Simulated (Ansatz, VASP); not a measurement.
# HfO2 in VASP and in Ansatz

```
CELL_PARAMETERS angstrom
-0.02558 2.54471 2.54471
2.54471 -0.02558 2.54471
2.54471 2.54471 -0.02558
ATOMIC_POSITIONS crystal
Hf 0.00000 0.00000 0.00000
O 0.25000 0.25000 0.25000
O 0.75000 0.75000 0.75000
```

Change from the starting cell: equal xy, yz and zx shear strains of -1 %.

Alike in both runs: task single point; functional PBE; k mesh 9 × 9 × 9; occupations fermi-dirac, width 0.01 eV; no spin polarisation.

```csv
,VASP,Ansatz
version,VASP 6.6.1,Ansatz 0.2.0
potentials or method,"VASP PAW PBE potentials, release 64 (Hf_pv, O), cutoff 520 eV","all-electron LAPW, scalar-relativistic"
```

|  | VASP | Ansatz | Ansatz less VASP |
| --- | --- | --- | --- |
| gap on the k mesh at the Fermi level (eV) | 3.84 | 3.82 | -0.015 |
| pressure (GPa) | -5.9 | -2.4 | +3.54 |
| traceless stress, the component that is largest in VASP (GPa) | 0.83 | 0.87 | +0.047 |
| rms of the force components (eV/Å) | 0.049 | 0.054 | +0.0051 |

Atom by atom the forces differ by 0.005 eV/Å (rms over components). Ansatz ran all-electron here, and VASP with PAW potentials.

Spin-orbit coupling is off throughout.
